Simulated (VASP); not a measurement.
# GdO: electric field gradients with PBEsol

The system is GdO.

```xyz
2
Lattice="0.0000 2.6416 2.6416 2.6416 0.0000 2.6416 2.6416 2.6416 0.0000" Properties=species:S:1:pos:R:3 pbc="T T T"
Gd    0.0000    0.0000    0.0000
O     3.9623    3.9623    3.9623
```

```json
{
 "Program": "VASP 6.6.1",
 "Task": "electric field gradients",
 "Functional": "PBEsol",
 "Potentials or basis": "VASP PAW PBE potentials, release 64 (Gd, O)",
 "Cutoff": "520 eV",
 "k mesh": "13 × 13 × 13",
 "Occupations": "fermi-dirac, width 0.08 eV",
 "Spin": "collinear spin, ferromagnetic start",
 "Starting moments": "[7.0, 0.0] μB",
 "Dipole correction": "no",
 "Further INCAR settings": "ALGO = Normal; EDIFF = 1e-08; NBANDS = 23"
}
```

| Property | Result |
| --- | --- |
| Pressure | 2.1 GPa |
| Net moment | 7.47 μB per cell |
| Site moments | Gd +6.85; O -0.03 μB |
| Largest electric field gradient by atom | under 0.05 V/Å² on every atom |
| Valence electrons inside the program's atomic spheres | Gd 15.26; O 5.00 |

Levels at points of the mesh, in eV from the Fermi level:
Spin up:
```
           k point  band 13  band 14  band 15  band 16  band 17  band 18  band 19  band 20
(0.00, 0.00, 0.00)    -4.45    -4.45    -4.45    -2.13     2.60     2.60     4.79     4.79
```
Spin down:
| k point | band 6 | band 7 | band 8 | band 9 | band 10 | band 11 |
| --- | --- | --- | --- | --- | --- | --- |
| (0.00, 0.00, 0.00) | -5.99 | -5.99 | -5.99 | -1.60 | 0.52 | 0.52 |

Run time: 7.6 min on 1 thread of Intel Xeon 8259CL, on a shared host, peak memory 0.27 GiB.

Caveat: the PAW data sets were made with another functional, which shifts forces and pressure a little; spin-orbit coupling is left out, which moves the levels of the heavy elements; a cell with one magnetic atom can't hold antiferromagnetic order, which such compounds often take; semilocal functionals describe open f shells poorly, which spoils levels, moments and volumes. The state reached can hang on the start; a lower one may exist.
